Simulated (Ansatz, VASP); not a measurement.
One calculation of Bi, two programs

```
CELL_PARAMETERS angstrom
-2.00889 2.00889 1.86425
2.00889 -2.00889 1.86425
2.00889 2.00889 -1.86425
ATOMIC_POSITIONS crystal
Bi 0.00000 0.00000 0.00000
```

Alike in both runs: task single point; functional PBE; dispersion D3(BJ); k mesh 18 × 18 × 18; occupations gaussian, width 0.15 eV; no spin polarisation.

|  | VASP | Ansatz |
| --- | --- | --- |
| version | VASP 6.6.1 | Ansatz 0.2.0 |
| potentials or method | VASP PAW PBE potentials, release 64 (Bi_d), cutoff 520 eV | scalar-relativistic, plane waves, PAW |
| valence electrons in the cell | 15 | 15 |

|  | VASP | Ansatz | Ansatz less VASP |
| --- | --- | --- | --- |
| gap on the k mesh at the Fermi level (eV) | none | none | - |
| pressure (GPa) | 0.2 | 0.2 | +0.04 |
| traceless stress, the component that is largest in VASP (GPa) | 0.53 | 0.53 | +0.005 |

A gap of «none» marks a metal or a gap that the smearing closes.

Neither program's run includes spin-orbit coupling.
